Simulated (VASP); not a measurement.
# Al6N5 (a cell with a defect): single point with PBEsol

System: Al6N5 (a cell with a defect).

```
CELL_PARAMETERS angstrom
-3.30147 0.00000 4.13987
1.65073 -2.85916 4.13987
1.65073 2.85916 4.13987
ATOMIC_POSITIONS crystal
Al 0.25000 0.91667 0.58333
Al 0.58333 0.25000 0.91667
Al 0.91667 0.58333 0.25000
Al 0.75000 0.08333 0.41667
Al 0.08333 0.41667 0.75000
Al 0.41667 0.75000 0.08333
N 0.41667 0.08333 0.75000
N 0.75000 0.41667 0.08333
N 0.91667 0.25000 0.58333
N 0.25000 0.58333 0.91667
N 0.58333 0.91667 0.25000
```

This cell differs from its parent crystal: atoms taken out, atom 9 moved 0.000 of the way to it and +0.000 Å across, host rigid.

- Program: VASP 6.6.1
- Task: single point
- Functional: PBEsol
- Potentials or basis: VASP PAW PBE potentials, release 64 (Al, N)
- Cutoff: 520 eV
- k mesh: 6 × 6 × 6
- Occupations: gaussian, width 0.05 eV
- Spin: no spin polarisation

```json
{"Largest force": "2.900 eV/Å"}
```

Forces in eV/Å, atoms in the order of the input:
```
Al   0.000  0.000  2.900
Al   0.000  0.000  0.000
Al   0.000  0.000 -2.900
Al   2.000 -1.155  0.000
Al   0.000  2.310  0.000
Al  -2.000 -1.155  0.000
N    0.000  0.000  0.258
N    0.000  0.000 -0.258
N   -0.719 -0.415  0.000
N    0.719 -0.415  0.000
N    0.000  0.830  0.000
```

Levels at points of the mesh, in eV from the Fermi level:
```
           k point  band 16  band 17  band 18  band 19  band 20  band 21  band 22  band 23  band 24  band 25
(0.00, 0.00, 0.00)    -1.83    -1.83    -0.49    -0.49    -0.02     0.43     4.08     4.08     5.64     6.18
(0.50, 0.00, 0.00)    -2.14    -1.32    -1.08    -0.51    -0.22     0.19     3.12     4.30     4.81     6.91
(0.50, 0.50, 0.00)    -1.88    -1.69    -1.47    -0.61    -0.18     0.02     3.85     3.85     4.68     5.70
(0.50, 0.50, 0.50)    -1.73    -1.70    -1.70    -1.56    -1.56     1.09     3.50     3.82     3.82     7.28
```

Wall time 4.3 min on 1 thread of Intel Xeon 8259CL (shared host), peak memory 0.28 GiB.

Caveat: the cell carries a net charge on a neutralising background, which shifts energy and pressure; the cell differs from its parent crystal (atoms taken out, atom 9 moved 0.000 of the way to it and +0.000 Å across, host rigid); the cell is charged against a uniform background, so pressure and absolute levels hang on convention; the PAW data sets were made with another functional, which shifts forces and pressure a little.
